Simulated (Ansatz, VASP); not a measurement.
**Eu in VASP and in Ansatz**

```
Eu
1.0
     0.00000    2.52294    2.52294
     2.52294    0.00000    2.52294
     2.52294    2.52294    0.00000
Eu
1
Direct
  0.00000 0.00000 0.00000
```

Change from the starting cell: volume scaled by 0.74, PAW files.

Alike in both runs: task single point; functional PBE; k mesh 9 × 9 × 9; occupations fermi-dirac, width 0.08 eV; collinear spin.

```csv
,VASP,Ansatz
version,VASP 6.6.1,Ansatz 0.2.0
potentials or method,"VASP PAW PBE potentials, release 64 (Eu)","PAW with Ansatz's default frozen-core files, scalar-relativistic"
plane-wave cutoff (eV),520,420
valence electrons in the cell,17,17
```

```tsv
	VASP	Ansatz	Ansatz less VASP
pressure (GPa)	5.8	6.1	+0.22
net moment per atom (μB)	7.46	7.48	+0.014
size of the moment on the site where the two differ most (μB)	6.72	7.11	+0.385
```

Site moments also hang on the region over which each program counts them. The functional is the same, so the differences come from potentials, cutoffs and numerics.

Neither program's run includes spin-orbit coupling.
